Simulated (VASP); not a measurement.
# FeO (R-3m) in VASP: further runs

Runs on FeO. Level: PBE. Tasks: single point.

All numbers are computed with VASP 6.6.1; they aren't measurements. Logs are shortened: lines on timing, memory, paths and dates and some standing lists are left out, and cuts for length are marked.

## (1) The cell of the first run

Symmetry: R-3m, No. 166, trigonal system. Conventional cell: a = 3.035 Å, b = 3.035 Å, c = 7.547 Å, α = 90.00°, β = 90.00°, γ = 120.00°. Within 2.9 Å of Fe (site symmetry -3m) lie 6 O at 2.16 Å. O (site symmetry -3m) has 6 Fe at 2.16 Å within 2.9 Å.

## (2) Single point, PBE, collinear spin, ferromagnetic start

Input file INCAR:

```
PREC = Accurate
ENCUT = 520
EDIFF = 1E-6
ISMEAR = -1
SIGMA = 0.05
LREAL = False
LASPH = True
NELM = 150
ALGO = Normal
ISIF = 2
LWAVE = False
LCHARG = True
ISPIN = 2
MAGMOM = 3 0
LORBIT = 11
LMAXMIX = 4
GGA = PE
LELF = True
LVHAR = True
NBANDS = 18
```

Input file KPOINTS:

```
Automatic mesh
0
Gamma
  11 11 11
```

Input file POSCAR:

```
FeO
1.0
    1.5176821100      0.8762341800      2.5157945800
   -1.5176821100      0.8762341800      2.5157945800
    0.0000000000     -1.7524683500      2.5157945800
Fe O
1 1
Direct
    0.0000000000      0.0000000000      0.0000000000
    0.5000000000      0.5000000000      0.5000000000
```

Potentials or basis: VASP PAW PBE potentials, release 64 (Fe, O).

Started as:

```bash
$ cat potpaw_PBE.64/Fe/POTCAR potpaw_PBE.64/O/POTCAR > POTCAR
$ mpirun -np 1 vasp_std > vasp.out
```

OUTCAR:

```text
PREC = Accurate
   ENCUT = 520
   EDIFF = 1E-6
   ISMEAR = -1
   LREAL = False
   LASPH = True
   NELM = 150
   ISIF = 2
   ISPIN = 2
   LORBIT = 11
   GGA = PE

 ion  position               nearest neighbor table
   1  0.000  0.000  0.000-   2 2.16   2 2.16   2 2.16   2 2.16   2 2.16   2 2.16
   2  0.500  0.500  0.500-   1 2.16   1 2.16   1 2.16   1 2.16   1 2.16   1 2.16

  LATTYP: Found a trigonal (rhomboedric) cell.
 ALAT       =     3.0660019070
 COS(alpha) =     0.5099427872

  Lattice vectors:

 A1 = (   1.5176821100,   0.8762341800,   2.5157945800)
 A2 = (  -1.5176821100,   0.8762341800,   2.5157945800)
 A3 = (   0.0000000000,  -1.7524683500,   2.5157945800)

Analysis of symmetry for initial positions (statically):
=====================================================================
 Subroutine PRICEL returns:
 Original cell was already a primitive cell.

 Routine SETGRP: Setting up the symmetry group for a
 trigonal (rhombohedral) supercell.

 Subroutine GETGRP returns: Found 12 space group operations
 (whereof 12 operations were pure point group operations)
 out of a pool of 12 trial point group operations.

The static configuration has the point symmetry D_3d.

Analysis of symmetry for dynamics (positions and initial velocities):
=====================================================================
 Subroutine PRICEL returns:
 Original cell was already a primitive cell.

 Routine SETGRP: Setting up the symmetry group for a
 trigonal (rhombohedral) supercell.

 Subroutine GETGRP returns: Found 12 space group operations
 (whereof 12 operations were pure point group operations)
 out of a pool of 12 trial point group operations.

The dynamic configuration has the point symmetry D_3d.

Analysis of structural, dynamic, and magnetic symmetry:
=====================================================================
 Subroutine PRICEL returns:
 Original cell was already a primitive cell.

 Routine SETGRP: Setting up the symmetry group for a
 trigonal (rhombohedral) supercell.

 Subroutine GETGRP returns: Found 12 space group operations
 (whereof 12 operations were pure point group operations)
 out of a pool of 12 trial point group operations.

The overall configuration has the point symmetry D_3d.

 Subroutine INISYM returns: Found 12 space group operations
 (whereof 12 operations are pure point group operations),
 and found     1 'primitive' translations

----------------------------------------------------------------------------------------

                                     Primitive cell

  volume of cell :      20.0737

  direct lattice vectors                    reciprocal lattice vectors
     1.517682110  0.876234180  2.515794580     0.329449755  0.190207905  0.132496244
    -1.517682110  0.876234180  2.515794580    -0.329449755  0.190207905  0.132496244
     0.000000000 -1.752468350  2.515794580     0.000000000 -0.380415809  0.132496245

  length of vectors
     3.066001907  3.066001907  3.066001906     0.402829298  0.402829298  0.402829297

  position of ions in fractional coordinates (direct lattice)
     0.000000000  0.000000000  0.000000000
     0.500000000  0.500000000  0.500000000

  ion indices of the primitive-cell ions
   primitive index   ion index
                 1           1
                 2           2

----------------------------------------------------------------------------------------

 KPOINTS: Automatic mesh

Automatic generation of k-mesh.
 Grid dimensions read from file:
 generate k-points for:   11   11   11

 Generating k-lattice:

  Cartesian coordinates                     Fractional coordinates (reciprocal lattice)
     0.029949978  0.017291628  0.012045113     0.090909091  0.000000000 -0.000000000
    -0.029949978  0.017291628  0.012045113     0.000000000  0.090909091 -0.000000000
     0.000000000 -0.034583255  0.012045113     0.000000000  0.000000000  0.090909091

  Length of vectors
     0.036620845  0.036620845  0.036620845

  Shift w.r.t. Gamma in fractional coordinates (k-lattice)
     0.000000000  0.000000000  0.000000000

 Subroutine IBZKPT returns following result:
 ===========================================

 Found    146 irreducible k-points:

 Following reciprocal coordinates:
            Coordinates               Weight
  0.000000  0.000000  0.000000      1.000000
  0.090909 -0.000000 -0.000000      6.000000
  0.181818  0.000000 -0.000000      6.000000
  0.272727 -0.000000  0.000000      6.000000
  0.363636 -0.000000  0.000000      6.000000
  0.454545  0.000000  0.000000      6.000000
[... 16 lines left out ...]
 -0.272727  0.181818  0.000000     12.000000
 -0.181818  0.181818  0.000000      6.000000
 [... further k-points ...]
   k-points           NKPTS =    146   k-points in BZ     NKDIM =    146   number of bands    NBANDS=     18
   number of dos      NEDOS =    301   number of ions     NIONS =      2
   total plane-waves  NPLWV =  13824
   dimension x,y,z NGX =    24 NGY =   24 NGZ =   24
   dimension x,y,z NGXF=    48 NGYF=   48 NGZF=   48
   ions per type =               1   1
   NGX,Y,Z   is equivalent  to a cutoff of  13.01, 13.01, 13.01 a.u.
   NGXF,Y,Z  is equivalent  to a cutoff of  26.03, 26.03, 26.03 a.u.
 SYSTEM =  unknown system
   PREC   = accura    normal or accurate (medium, high low for compatibility)
   ISTART =      0    job   : 0-new  1-cont  2-samecut
   ICHARG =      2    charge: 1-file 2-atom 10-const
   ISPIN  =      2    spin polarized calculation?
   LNONCOLLINEAR =      F non collinear calculations
   LSORBIT =      F    spin-orbit coupling
   LASPH  =      T    aspherical Exc in radial PAW
   ENCUT  =  520.0 eV  38.22 Ry    6.18 a.u.   5.70  5.70  5.70*2*pi/ulx,y,z
   NELM   =    150;   NELMIN=  2; NELMDL= -5     # of ELM steps
   EDIFF  = 0.1E-05   stopping-criterion for ELM
   LREAL  =      F    real-space projection
   EDIFFG = 0.1E-04   stopping-criterion for IOM
   NSW    =      0    number of steps for IOM
   IBRION =     -1    ionic relax: 0-MD 1-quasi-New 2-CG
   NFREE  =      0    steps in history (QN), initial steepest desc. (CG)
   ISIF   =      2    stress and relaxation
   ISYM   =      2    0-nonsym 1-usesym 2-fastsym
   POTIM  = 0.5000    time-step for ionic-motion
   TEBEG  =    0.0;   TEEND  =   0.0 temperature during run
   PSTRESS=    0.0 pullay stress
   NELECT =      14.0000    total number of electrons
   NUPDOWN=      -1.0000    fix difference up-down
   EMIN   =  10.00;   EMAX   =-10.00  energy-range for DOS
   EFERMI =   0.00;   METHOD = LEGACY
   ISMEAR =    -1;   SIGMA  =   0.05  broadening in eV -4-tet -1-fermi 0-gaus
   EFERMI_NEDOS =   21; number of points for ismear=-14 and -15
   IALGO  =     38    algorithm
   IMIX   =      4    mixing-type and parameters
     AMIX     =   0.40;   BMIX     =  1.00
     AMIX_MAG =   1.60;   BMIX_MAG =  1.00
  volume/ion in A,a.u.               =      10.04        67.73
  Fermi-wavevector in a.u.,A,eV,Ry     =   1.451805  2.743514 28.677524  2.107739
  Thomas-Fermi vector in A             =   2.569260
   LORBIT       =     11    0 simple, 1 ext, 2 COOP (PROOUT), +10 PAW based schemes
   GGA     = PE    functional components
   LHFCALC =     F    Hartree Fock is set to
   AEXX    =    0.0000 exact exchange contribution
   IVDW    =     0    specifies the selected vdW correction
   LEPSILON=     F    determine dielectric tensor
   LRPA    =     F    only Hartree local field effects (RPA)
 spin polarized calculation
  energy-cutoff  :      520.00
  volume of cell :       20.07
 maximum number of plane-waves:       550
   NGX = 11   NGY = 11   NGZ = 11

 number of electron      13.9999999 magnetization       3.9998221

 Free energy of the ion-electron system (eV)
  ---------------------------------------------------
  ext. energy  EPLUGINS =         0.00000000
  ---------------------------------------------------
  free energy    TOTEN  =       -14.93524297 eV

  energy without entropy =      -14.92338751  energy(sigma->0) =      -14.92931524

 E-fermi :   6.1722     XC(G=0): -12.1510

 val. band max:        6.1707727325   @ k =   0.2727   0.0909   0.0909
 cond. band min:       6.1802198825   @ k =   0.4545   0.1818   0.1818
 fundamental gap:      0.0094471500
 Fermi energy:         6.1722420582

 spin component 1

 k-point     1 :       0.0000    0.0000    0.0000
  band No.  band energies     occupation
      1     -14.5260      1.00000
      2       2.2642      1.00000
      3       2.3244      1.00000
      4       2.3244      1.00000
      5       2.3255      1.00000
      6       2.4203      1.00000
[... 10 lines left out ...]
     17      26.8640      0.00000
     18      29.9049      0.00000
[... 463 lines left out ...]
 k-point    24 :      -0.1818    0.1818    0.0000
  band No.  band energies     occupation
      1     -13.8198      1.00000
      2      -1.0605      1.00000
      3      -0.0320      1.00000
      4       0.5194      1.00000
      5       2.6413      1.00000
      6       2.9401      1.00000
[... 10 lines left out ...]
     17      32.8241      0.00000
     18      34.5504      0.00000

 [... further k-points ...]

 spin component 2

 k-point     1 :       0.0000    0.0000    0.0000
  band No.  band energies     occupation
      1     -13.9942      1.00000
      2       2.8804      1.00000
      3       2.9784      1.00000
      4       2.9784      1.00000
      5       5.3882      1.00000
      6       5.4697      1.00000
[... 10 lines left out ...]
     17      28.4562      0.00000
     18      30.9820      0.00000
[... 463 lines left out ...]
 k-point    24 :      -0.1818    0.1818    0.0000
  band No.  band energies     occupation
      1     -13.2753      1.00000
      2      -0.1863      1.00000
      3       1.4541      1.00000
      4       1.5562      1.00000
      5       5.9030      0.99544
      6       6.1214      0.73452
[... 10 lines left out ...]
     17      33.6546      0.00000
     18      35.2547      0.00000

 [... further k-points ...]

------------------------ aborting loop because EDIFF is reached ----------------------------------------

  FORCE on cell =-STRESS in cart. coord.  units (eV):
  Direction    XX          YY          ZZ          XY          YZ          ZX
  --------------------------------------------------------------------------------------
  -------------------------------------------------------------------------------------
  Total       -0.0354049     -0.0354049     -0.1535892      0.0000000     -0.0000000      0.0000000
  in kB       -2.8258371     -2.8258371    -12.2586812      0.0000000     -0.0000000      0.0000000
  external PRESSURE =      -5.9701184 kB  Pullay stress =       0.0000000 kB

 VOLUME and BASIS-vectors are now :
 -----------------------------------------------------------------------------
  energy-cutoff  :      520.00
  volume of cell :       20.07
      direct lattice vectors                 reciprocal lattice vectors
     1.517682110  0.876234180  2.515794580     0.329449755  0.190207905  0.132496244
    -1.517682110  0.876234180  2.515794580    -0.329449755  0.190207905  0.132496244
     0.000000000 -1.752468350  2.515794580     0.000000000 -0.380415809  0.132496245

 POSITION                                       TOTAL-FORCE (eV/Angst)
 -----------------------------------------------------------------------------------
      0.00000      0.00000      0.00000        -0.000000      0.000000      0.000000
      0.00000      0.00000      3.77369         0.000000     -0.000000      0.000000
 -----------------------------------------------------------------------------------
    total drift:                               -0.000000      0.000000     -0.000000

  FREE ENERGIE OF THE ION-ELECTRON SYSTEM (eV)
  ---------------------------------------------------
  free  energy   TOTEN  =       -14.9352429733 eV

  energy  without entropy=      -14.9233875063  energy(sigma->0) =      -14.92931524

 total charge

# of ion       s       p       d       tot
------------------------------------------
    1        0.287   0.357   6.084   6.727
    2        1.556   3.436   0.000   4.993
--------------------------------------------------
tot          1.843   3.793   6.084  11.720

 magnetization (x)

# of ion       s       p       d       tot
------------------------------------------
    1        0.027   0.021   3.571   3.619
    2        0.030   0.271   0.000   0.301
--------------------------------------------------
tot          0.057   0.292   3.571   3.920
```

Wall time 52 s (1 thread of Intel Xeon Platinum 8488C (Sapphire Rapids), shared host); peak memory 0.21 GiB.

Results:

| Item | Value |
| --- | --- |
| Free energy | -14.9352 eV |
| Pressure | -0.6 GPa |
| Band gap on the k mesh | zero (filled and empty bands overlap) |
| Net moment | 4.00 μB per cell |
| Site moments | Fe +3.62; O +0.30 μB |
| Valence electrons inside the program's atomic spheres | Fe 6.73; O 4.99 |

Stress tensor (GPa, compression positive):
```
-0.28  0.00  0.00
 0.00 -0.28  0.00
 0.00  0.00 -1.23
```

Levels at points of the mesh, in eV from the Fermi level:
Spin up:
| k point | band 5 | band 6 | band 7 | band 8 | band 9 | band 10 | band 11 | band 12 | band 13 | band 14 |
| --- | --- | --- | --- | --- | --- | --- | --- | --- | --- | --- |
| (0.00, 0.00, 0.00) | -3.85 | -3.75 | -3.75 | -3.67 | -3.67 | 0.08 | 15.46 | 16.76 | 17.15 | 17.15 |
Spin down:
| k point | band 2 | band 3 | band 4 | band 5 | band 6 | band 7 | band 8 | band 9 |
| --- | --- | --- | --- | --- | --- | --- | --- | --- |
| (0.00, 0.00, 0.00) | -3.29 | -3.19 | -3.19 | -0.78 | -0.70 | -0.70 | 0.20 | 0.20 |

Caveat: a cell with one magnetic atom can't hold antiferromagnetic order, which such compounds often take; semilocal functionals often make such compounds metallic where correlation or magnetic order opens a gap, which also shifts bond lengths.

## (3) Single point, PBE, collinear spin, zero start

Input file INCAR:

```
SYSTEM = FeO
ALGO = Normal ; EDIFF = 1E-7
ENCUT = 520 ; GGA = PE
ISIF = 2 ; ISMEAR = -1
ISPIN = 2 ; LASPH = .TRUE.
LCHARG = .FALSE. ; LMAXMIX = 4
LORBIT = 11 ; LREAL = .FALSE.
LWAVE = .FALSE. ; MAGMOM = 0 0
NBANDS = 18 ; NELM = 150
NUPDOWN = 0.0 ; PREC = Accurate
SIGMA = 0.05
```

Input file KPOINTS:

```
k-points
0
G
  9 9 9
  0 0 0
```

POSCAR is that of step 2.

Potentials or basis: VASP PAW PBE potentials, release 64 (Fe, O).

Started as:

```bash
$ cat potpaw_PBE.64/Fe/POTCAR potpaw_PBE.64/O/POTCAR > POTCAR
$ mpirun -np 1 vasp_std > vasp.out
```

Wall time 2.5 min (1 thread of AMD EPYC 7R13, shared host); peak memory 0.15 GiB.

The run converged. Its results:

| Quantity | Value |
| --- | --- |
| Free energy | -13.5446 eV |
| Pressure | -25.8 GPa |
| Net moment | 0.00 μB per cell |
| Valence electrons inside the program's atomic spheres | Fe 6.86; O 4.92 |

Stress tensor (GPa, compression positive):
```
-25.81   0.00   0.00
  0.00 -25.81   0.00
  0.00   0.00 -25.67
```

Caveat: the total moment is fixed, so each spin has its own Fermi level.
